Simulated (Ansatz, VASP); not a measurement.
# One calculation of B, two programs

File INCAR:

```
SYSTEM = B
PREC = Accurate
ENCUT = 420
EDIFF = 1E-8
ISMEAR = 0
SIGMA = 0.01
LREAL = .FALSE.
LASPH = .TRUE.
NELM = 120
ALGO = Normal
ISIF = 2
LWAVE = .FALSE.
LCHARG = .FALSE.
LEFG = .TRUE.
NBANDS = 30
GGA_COMPAT = .FALSE.
```

File KPOINTS:

```
regular mesh
0
G
  6 6 6
  0 0 0
```

POSCAR

```
B
1.0
    2.4589500000      1.4196754444      4.1935000000
   -2.4589500000      1.4196754444      4.1935000000
    0.0000000000     -2.8393508888      4.1935000000
B
12
Direct
    0.0101900000      0.6536100000      0.0101900000
    0.0101900000      0.0101900000      0.6536100000
    0.6536100000      0.0101900000      0.0101900000
    0.9898100000      0.3463900000      0.9898100000
    0.3463900000      0.9898100000      0.9898100000
    0.9898100000      0.9898100000      0.3463900000
    0.2211800000      0.6306000000      0.2211800000
    0.2211800000      0.2211800000      0.6306000000
    0.6306000000      0.2211800000      0.2211800000
    0.7788200000      0.3694000000      0.7788200000
    0.3694000000      0.7788200000      0.7788200000
    0.7788200000      0.7788200000      0.3694000000
```

Input for Ansatz:

```yaml
crystal:
  lattice:
    - [2.45895, 1.4196754444, 4.1935]
    - [-2.45895, 1.4196754444, 4.1935]
    - [0.0, -2.8393508888, 4.1935]
  atoms:
    - { symbol: B, position: [0.01019, 0.65361, 0.01019] }
    - { symbol: B, position: [0.01019, 0.01019, 0.65361] }
    - { symbol: B, position: [0.65361, 0.01019, 0.01019] }
    - { symbol: B, position: [0.98981, 0.34639, 0.98981] }
    - { symbol: B, position: [0.34639, 0.98981, 0.98981] }
    - { symbol: B, position: [0.98981, 0.98981, 0.34639] }
    - { symbol: B, position: [0.22118, 0.6306, 0.22118] }
    - { symbol: B, position: [0.22118, 0.22118, 0.6306] }
    - { symbol: B, position: [0.6306, 0.22118, 0.22118] }
    - { symbol: B, position: [0.77882, 0.3694, 0.77882] }
    - { symbol: B, position: [0.3694, 0.77882, 0.77882] }
    - { symbol: B, position: [0.77882, 0.77882, 0.3694] }
kpoints:
  mp_grid: { grid: [6, 6, 6] }
scf:
  occupations: { method: fixed }
hamiltonian:
  xc: lda
  pseudopotentials: { kind: paw, azcp: { folder: soft_1 } }
output:
  forces: true
  efg: { quadrupole_moments_barn: { B: 0.04059 }, contact_densities: true }
  core_levels:
    shells: { B: "1s" }
    counted_from: valence_top
    eps_inf: [10.394, 10.394, 7.755]
```

Alike in both runs: task electric field gradients; functional LDA; k mesh 6 × 6 × 6; no spin polarisation.

|  | VASP | Ansatz |
| --- | --- | --- |
| version | VASP 6.6.1 | Ansatz 0.2.0 |
| potentials or method | VASP PAW LDA potentials, release 64 (B) | plane-wave PAW, scalar-relativistic |
| plane-wave cutoff (eV) | 420 | 420 |
| occupations | gaussian, width 0.01 eV | fixed |
| valence electrons in the cell | 36 | 36 |

```csv
,VASP,Ansatz,Ansatz less VASP
gap on the k mesh at the Fermi level (eV),1.44,1.44,+0.002
rms of the force components (eV/Å),0.180,0.189,+0.0092
size of Vzz on the site where it differs most (V/Å²),17.2,15.0,-2.15
```

Ansatz warns that its potentials were made for another functional, while VASP's fit it. LDA's correlation is that of Perdew and Zunger in VASP and of Perdew and Wang (1992) in Ansatz. Atom by atom the forces differ by 0.009 eV/Å (rms over components).
